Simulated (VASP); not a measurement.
# Hf4PtC3 in VASP: a series of runs, part 2 of 2

VASP 6.6.1.

## Step 4: Single point, PBEsol

INCAR reads:

```
PREC = Accurate
ENCUT = 520
EDIFF = 1E-6
ISMEAR = 0
SIGMA = 0.1
LREAL = F
LASPH = T
NELM = 120
ALGO = Normal
ISIF = 2
LWAVE = F
LCHARG = F
LDIPOL = T
IDIPOL = 3
DIPOL = 0.5 0.5 0.490
GGA = PS
NBANDS = 41
GGA_COMPAT = F
NELMDL = -8
```

KPOINTS reads:

```
regular mesh
0
Gamma
  9 9 1
```

POSCAR reads:

```
Hf4PtC3
1.0
    3.2578677663      0.0000000000      0.0000000000
   -1.6289338832      2.8213962478      0.0000000000
    0.0000000000      0.0000000000     26.9801136769
Hf C Pt
4 3 1
Direct
    0.3333333333      0.6666666667      0.3150468564
    0.0000000000      0.0000000000      0.4136393948
    0.6666649187      0.3333298374      0.5097955319
    0.3335431303      0.6670862605      0.6076771052
    0.6666666666      0.3333333333      0.3643431256
    0.3336476756      0.6672953513      0.4631147767
    0.0000638215      0.0001276430      0.5628712699
   -0.3331074800     -0.6662149599      0.6800555722
```

Potentials or basis: VASP PAW PBE potentials, release 64 (Hf_pv, C, Pt).

Command:

```sh
cat potpaw_PBE.64/Hf_pv/POTCAR potpaw_PBE.64/C/POTCAR potpaw_PBE.64/Pt/POTCAR > POTCAR
mpirun -np 1 vasp_std > vasp.out
```

OUTCAR:

```text
PREC = Accurate
   ENCUT = 520
   EDIFF = 1E-6
   ISMEAR = 0
   LREAL = F
   LASPH = T
   NELM = 120
   ISIF = 2
   GGA = PS
   NELMDL = -8

 ion  position               nearest neighbor table
   1  0.333  0.667  0.315-   5 2.30   5 2.30   5 2.30   2 3.26   2 3.26   2 3.26
   2  0.000  0.000  0.414-   5 2.30   5 2.30   5 2.30   6 2.31   6 2.31   6 2.31   3 3.20   3 3.20
                             3 3.20   1 3.26   1 3.26   1 3.26
   3  0.667  0.333  0.510-   6 2.26   6 2.26   6 2.26   7 2.36   7 2.36   7 2.36   2 3.20   2 3.20
                             2 3.20   4 3.24   4 3.24   4 3.24
   4  0.334  0.667  0.608-   7 2.24   7 2.24   7 2.24   8 2.71   8 2.71   8 2.71   3 3.24   3 3.24
                             3 3.24
   5  0.667  0.333  0.364-   2 2.30   1 2.30   1 2.30   2 2.30   2 2.30   1 2.30
   6  0.334  0.667  0.463-   3 2.26   3 2.26   3 2.26   2 2.31   2 2.31   2 2.31
   7  0.000  0.000  0.563-   4 2.24   4 2.24   4 2.24   3 2.36   3 2.36   3 2.36
   8  0.667  0.334  0.680-   4 2.71   4 2.71   4 2.71

  LATTYP: Found a hexagonal cell.
 ALAT       =     3.2578677663
 C/A-ratio  =     8.2815250993

  Lattice vectors:

 A1 = (   3.2578677663,   0.0000000000,   0.0000000000)
 A2 = (  -1.6289338832,   2.8213962478,   0.0000000000)
 A3 = (   0.0000000000,   0.0000000000,  26.9801136769)

Analysis of symmetry for initial positions (statically):
=====================================================================
 Subroutine PRICEL returns:
 Original cell was already a primitive cell.

 Routine SETGRP: Setting up the symmetry group for a
 hexagonal supercell.

 Subroutine GETGRP returns: Found  2 space group operations
 (whereof  2 operations were pure point group operations)
 out of a pool of 24 trial point group operations.

The static configuration has the point symmetry C_1h.

Analysis of symmetry for dynamics (positions and initial velocities):
=====================================================================
 Subroutine PRICEL returns:
 Original cell was already a primitive cell.

 Routine SETGRP: Setting up the symmetry group for a
 hexagonal supercell.

 Subroutine GETGRP returns: Found  2 space group operations
 (whereof  2 operations were pure point group operations)
 out of a pool of 24 trial point group operations.

The dynamic configuration has the point symmetry C_1h.

 Subroutine INISYM returns: Found  2 space group operations
 (whereof  2 operations are pure point group operations),
 and found     1 'primitive' translations

----------------------------------------------------------------------------------------

                                     Primitive cell

  volume of cell :     247.9941

  direct lattice vectors                    reciprocal lattice vectors
     3.257867766  0.000000000  0.000000000     0.306949229  0.177217220  0.000000000
    -1.628933883  2.821396248  0.000000000     0.000000000  0.354434440  0.000000000
     0.000000000  0.000000000 26.980113677     0.000000000  0.000000000  0.037064336

  length of vectors
     3.257867766  3.257867766 26.980113677     0.354434440  0.354434440  0.037064336

  position of ions in fractional coordinates (direct lattice)
     0.333333333  0.666666667  0.315046856
     0.000000000  0.000000000  0.413639395
     0.666664919  0.333329837  0.509795532
     0.333543130  0.667086260  0.607677105
[... 72 lines left out ...]
   dimension x,y,z NGXF=    48 NGYF=   48 NGZF=  420
   ions per type =               4   3   1
   NGX,Y,Z   is equivalent  to a cutoff of  12.25, 12.25, 12.94 a.u.
   NGXF,Y,Z  is equivalent  to a cutoff of  24.49, 24.49, 25.88 a.u.
 SYSTEM =  unknown system
   PREC   = accura    normal or accurate (medium, high low for compatibility)
   ISTART =      0    job   : 0-new  1-cont  2-samecut
   ICHARG =      2    charge: 1-file 2-atom 10-const
   ISPIN  =      1    spin polarized calculation?
   LNONCOLLINEAR =      F non collinear calculations
   LSORBIT =      F    spin-orbit coupling
   LASPH  =      T    aspherical Exc in radial PAW
   ENCUT  =  520.0 eV  38.22 Ry    6.18 a.u.   6.06  6.06 50.17*2*pi/ulx,y,z
   NELM   =    120;   NELMIN=  2; NELMDL= -8     # of ELM steps
   EDIFF  = 0.1E-05   stopping-criterion for ELM
   LREAL  =      F    real-space projection
   EDIFFG = 0.1E-04   stopping-criterion for IOM
   NSW    =      0    number of steps for IOM
   IBRION =     -1    ionic relax: 0-MD 1-quasi-New 2-CG
   NFREE  =      0    steps in history (QN), initial steepest desc. (CG)
   ISIF   =      2    stress and relaxation
   ISYM   =      2    0-nonsym 1-usesym 2-fastsym
   POTIM  = 0.5000    time-step for ionic-motion
   TEBEG  =    0.0;   TEEND  =   0.0 temperature during run
   PSTRESS=    0.0 pullay stress
   NELECT =      62.0000    total number of electrons
   NUPDOWN=      -1.0000    fix difference up-down
   EMIN   =  10.00;   EMAX   =-10.00  energy-range for DOS
   EFERMI =   0.00;   METHOD = LEGACY
   ISMEAR =     0;   SIGMA  =   0.10  broadening in eV -4-tet -1-fermi 0-gaus
   EFERMI_NEDOS =   21; number of points for ismear=-14 and -15
   IALGO  =     38    algorithm
   IMIX   =      4    mixing-type and parameters
     AMIX     =   0.40;   BMIX     =  1.00
     AMIX_MAG =   1.60;   BMIX_MAG =  1.00
  volume/ion in A,a.u.               =      31.00       209.19
  Fermi-wavevector in a.u.,A,eV,Ry     =   1.031316  1.948904 14.471320  1.063612
  Thomas-Fermi vector in A             =   2.165458
   LORBIT       =      0    0 simple, 1 ext, 2 COOP (PROOUT), +10 PAW based schemes
   GGA     = PS    functional components
   LHFCALC =     F    Hartree Fock is set to
   AEXX    =    0.0000 exact exchange contribution
   IVDW    =     0    specifies the selected vdW correction
   LEPSILON=     F    determine dielectric tensor
   LRPA    =     F    only Hartree local field effects (RPA)
 non-spin polarized calculation
 Gauss-broadening in eV      SIGMA  =   0.10
  energy-cutoff  :      520.00
  volume of cell :      247.99
 maximum number of plane-waves:      6744
   NGX = 13   NGY = 13   NGZ =101

 dipolmoment           0.000000      0.000000      0.000580 electrons x Angstroem

 number of electron      61.9999996 magnetization

 dipolmoment           0.000000      0.000000     -0.002869 electrons x Angstroem

 Free energy of the ion-electron system (eV)
  ---------------------------------------------------
  ext. energy  EPLUGINS =         0.00000000
  ---------------------------------------------------
  free energy    TOTEN  =       -83.14637281 eV

  energy without entropy =      -83.13018584  energy(sigma->0) =      -83.13827933

 E-fermi :   0.4895     XC(G=0):  -6.3146

 val. band max:        0.4740703323   @ k =  -0.1111   0.3333   0.0000
 cond. band min:       0.5009327092   @ k =   0.3333   0.3333   0.0000
 fundamental gap:      0.0268623769
 Fermi energy:         0.4895248350

 k-point     1 :       0.0000    0.0000    0.0000
  band No.  band energies     occupation
      1     -30.4646      2.00000
      2     -29.9691      2.00000
      3     -29.9691      2.00000
      4     -29.8977      2.00000
      5     -29.5182      2.00000
      6     -29.5180      2.00000
[... 1045 lines left out ...]
     40       5.2683      0.00000
     41       5.4031      0.00000

 [... further k-points ...]

------------------------ aborting loop because EDIFF is reached ----------------------------------------

 vacuum level on the upper side and lower side of the slab       (xc-potential included)        -0.281        -0.214

  FORCE on cell =-STRESS in cart. coord.  units (eV):
  Direction    XX          YY          ZZ          XY          YZ          ZX
  --------------------------------------------------------------------------------------
  -------------------------------------------------------------------------------------
  Total       -3.6990344     -3.6987543     -2.8070861      0.0000000     -0.0135541      0.0000000
  in kB      -23.8977842    -23.8959749    -18.1353109      0.0000000     -0.0875672      0.0000000
  external PRESSURE =     -21.9763566 kB  Pullay stress =       0.0000000 kB

 VOLUME and BASIS-vectors are now :
 -----------------------------------------------------------------------------
  energy-cutoff  :      520.00
  volume of cell :      247.99
      direct lattice vectors                 reciprocal lattice vectors
     3.257867766  0.000000000  0.000000000     0.306949229  0.177217220  0.000000000
    -1.628933883  2.821396248  0.000000000     0.000000000  0.354434440  0.000000000
     0.000000000  0.000000000 26.980113677     0.000000000  0.000000000  0.037064336

 POSITION                                       TOTAL-FORCE (eV/Angst)
 -----------------------------------------------------------------------------------
     -0.00000      1.88093      8.50000        -0.000000      0.000123      1.706659
      0.00000      0.00000     11.16004        -0.000000      0.010082     -0.101032
      1.62893      0.94046     13.75434        -0.000000      0.014160     -0.001017
      0.00000      1.88211     16.39520         0.000000     -0.006537      0.071557
      1.62893      0.94047      9.83002        -0.000000      0.001221     -1.585816
     -0.00000      1.88270     12.49489         0.000000     -0.024444      0.004505
     -0.00000      0.00036     15.18633        -0.000000      0.006400      0.006805
      1.62893      0.94174     18.34798         0.000000     -0.001005     -0.101661
 -----------------------------------------------------------------------------------
    total drift:                                0.000000      0.000056     -0.001429

  FREE ENERGIE OF THE ION-ELECTRON SYSTEM (eV)
  ---------------------------------------------------
  free  energy   TOTEN  =       -83.1463728104 eV

  energy  without entropy=      -83.1301858408  energy(sigma->0) =      -83.13827933

 vacuum level on the upper side and lower side of the slab         4.776         4.825
```

Wall time 25 min (1 thread of Intel Xeon 8259CL, shared host); peak memory 0.5 GiB.

What came out:

| Item | Value |
| --- | --- |
| Free energy | -83.1464 eV |
| Largest force | 1.707 eV/Å |
| Band gap on the k mesh | zero (bands 31 and 32 overlap by 0.68 eV) |

Forces in eV/Å, atoms in the order of the input:
```
Hf   0.000  0.000  1.707
Hf   0.000  0.010 -0.101
Hf   0.000  0.014 -0.001
Hf   0.000 -0.007  0.072
C    0.000  0.001 -1.586
C    0.000 -0.024  0.005
C    0.000  0.006  0.007
Pt   0.000 -0.001 -0.102
```

Caveat: the PAW data sets were made with another functional, which shifts forces and pressure a little; spin-orbit coupling is left out, which moves the levels of the heavy elements.
